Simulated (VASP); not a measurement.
BeS, 2 atoms in the cell. It takes space group F-43m (No. 216, cubic). The conventional cell has a = 4.869 Å, b = 4.869 Å, c = 4.869 Å, α = 90.00°, β = 90.00°, γ = 90.00°. Within 2.8 Å of Be (site symmetry -43m) lie 4 S at 2.11 Å. Within 2.8 Å of S (site symmetry -43m) lie 4 Be at 2.11 Å. 

| Item | Value |
| --- | --- |
| Program | VASP 6.6.1 |
| Task | single point |
| Functional | r2SCAN |
| Potentials or basis | VASP PAW PBE potentials, release 64 (Be, S) |
| Cutoff | 520 eV |
| k mesh | 8 × 8 × 8 |
| Occupations | gaussian, width 0.01 eV |
| Spin | no spin polarisation |
| Dipole correction | no |
| Further INCAR settings | ALGO = Normal; EDIFF = 1e-06; NBANDS = 11 |

Potentials or basis: VASP PAW PBE potentials, release 64 (Be, S).

Command:

```bash
$ cat potpaw_PBE.64/Be/POTCAR potpaw_PBE.64/S/POTCAR > POTCAR
$ cp INCAR.step1 INCAR
$ mpirun -np 1 vasp_std > vasp.out
$ cp INCAR.step2 INCAR
$ mpirun -np 1 vasp_std > vasp.out
```

Hardware: 1 thread of Intel Xeon 8259CL, on a shared host.

Question: How long does it take, and how much memory?

Answer: Wall time 74 s on 1 thread of Intel Xeon 8259CL, with other jobs on the host, peak memory 0.16 GiB. Counts: k points 29.
